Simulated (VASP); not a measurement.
Here is a VASP 6.6.1 calculation.

Contents of INCAR:

```
ALGO = Normal
EDIFF = 1E-7
ENCUT = 520
GGA = PS
ISIF = 2
ISMEAR = 0
LASPH = True
LCHARG = True
LELF = True
LREAL = False
LVHAR = True
LWAVE = False
NBANDS = 43
NELM = 60
PREC = Accurate
SIGMA = 0.15
```

Contents of KPOINTS:

```
k-points
0
Gamma
  12 12 6
```

File POSCAR:

```
Si2Mo
1.0
    4.5744403909      0.0000000000      0.0000000000
   -2.2872201955      3.9615815866      0.0000000000
    0.0000000000      0.0000000000      6.5665572496
Si Mo
6 3
Direct
    0.1641680652      0.8358319348      0.7571899326
    0.3283361304      0.1641680652      0.0905232659
    0.8358319348      0.6716638696      0.4238565993
    0.8358319348      0.1641680652      0.7571899326
    0.6716638696      0.8358319348      0.0905232659
    0.1641680652      0.3283361304      0.4238565993
    0.5000000000      0.0000000000      0.5000000000
    0.0000000000      0.5000000000      0.1666666667
    0.5000000000      0.5000000000      0.8333333333
```

Potentials or basis: VASP PAW PBE potentials, release 64 (Si, Mo_sv).

Launch:

```bash
$ cat potpaw_PBE.64/Si/POTCAR potpaw_PBE.64/Mo_sv/POTCAR > POTCAR
$ mpirun -np 1 vasp_std > vasp.out
```

Predict the largest force.

9.037 eV/Å.

Predict the band gap on the k mesh.

0.31 eV (least direct gap 0.57 eV).

What does it give for the pressure?

22.3 GPa.

Stress tensor (GPa, compression positive):
```
10.31  0.00  0.00
 0.00 10.31  0.00
 0.00  0.00 46.42
```

Caveat: the cell differs from its parent crystal (all Si atoms moved -0.500 Å, as atom 1 along Cartesian [0 0 1]); the stress differs along the axes, from 10 to 46 GPa; the PAW data sets were made with another functional, which shifts forces and pressure a little. A k mesh can miss the band edges.
